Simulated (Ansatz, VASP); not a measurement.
**Ba: VASP beside Ansatz**

```xyz
1
Lattice="-2.5065 2.5065 2.5065 2.5065 -2.5065 2.5065 2.5065 2.5065 -2.5065" Properties=species:S:1:pos:R:3 pbc="T T T"
Ba    0.0000    0.0000    0.0000
```

Alike in both runs: task single point; functional LDA; k mesh 8 × 8 × 8; occupations fermi-dirac, width 0.05 eV; no spin polarisation.

|  | VASP | Ansatz |
| --- | --- | --- |
| version | VASP 6.6.1 | Ansatz 0.2.0 |
| potentials or method | VASP PAW LDA potentials, release 64 (Ba_sv) | Ansatz PAW |
| plane-wave cutoff (eV) | 520 | 420 |
| valence electrons in the cell | 10 | 10 |

|  | VASP | Ansatz | Ansatz less VASP |
| --- | --- | --- | --- |
| gap on the k mesh at the Fermi level (eV) | none | none | - |
| pressure (GPa) | -1.3 | -1.3 | -0.03 |

LDA's correlation is that of Perdew and Zunger in VASP and of Perdew and Wang (1992) in Ansatz. A gap of «none» marks a metal or a gap that the smearing closes.

Spin-orbit coupling is off throughout.
